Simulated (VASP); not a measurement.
## CdS: single point with r2SCAN

Crystal: CdS.

```
CELL_PARAMETERS angstrom
4.12453 0.00000 0.00000
-2.06227 3.57195 0.00000
0.00000 0.00000 6.70921
ATOMIC_POSITIONS crystal
Cd 0.33333 0.66667 0.94467
Cd 0.66667 0.33333 0.44467
S 0.33333 0.66667 0.43233
S 0.66667 0.33333 0.93233
```

This cell differs from its parent crystal: atoms displaced along a vibrational mode.

```yaml
Program: VASP 6.6.1
Task: single point
Functional: r2SCAN
Potentials_or_basis: VASP PAW PBE potentials, release 64 (Cd, S)
Cutoff: 520 eV
k_mesh: 9 × 9 × 4
Occupations: gaussian, width 0.01 eV
Spin: no spin polarisation
Dipole_correction: no
Further_INCAR_settings: ALGO = Normal; EDIFF = 1e-06; NBANDS = 26
```

```json
{"Pressure": "6.3 GPa", "Largest force": "0.190 eV/Å", "Band gap on the k mesh": "1.94 eV"}
```

Forces in eV/Å, atoms in the order of the input:
```
Cd   0.000  0.000  0.190
Cd   0.000  0.000  0.190
S    0.000  0.000 -0.190
S    0.000  0.000 -0.190
```

Stress tensor (GPa, compression positive):
```
10.47  0.00  0.00
 0.00 10.47  0.00
 0.00  0.00 -2.14
```

Levels at points of the mesh, in eV from the valence-band top:
| k point | band 15 | band 16 | band 17 | band 18 | band 19 | band 20 | band 21 | band 22 |
| --- | --- | --- | --- | --- | --- | --- | --- | --- |
| (0.00, 0.00, 0.00) | -0.41 | -0.41 | 0.00 | 0.00 | 1.94 | 2.58 | 6.87 | 6.87 |
| (0.00, 0.00, 0.50) | -0.21 | -0.21 | -0.21 | -0.21 | 2.98 | 2.98 | 6.81 | 6.81 |

It took 6 min on 1 thread of Intel Xeon 8259CL (shared host), peak memory 0.27 GiB.

Caveat: the cell differs from its parent crystal (atoms displaced along a vibrational mode); the cell stands under pressure; the PAW data sets were made with another functional, which shifts forces and pressure a little.
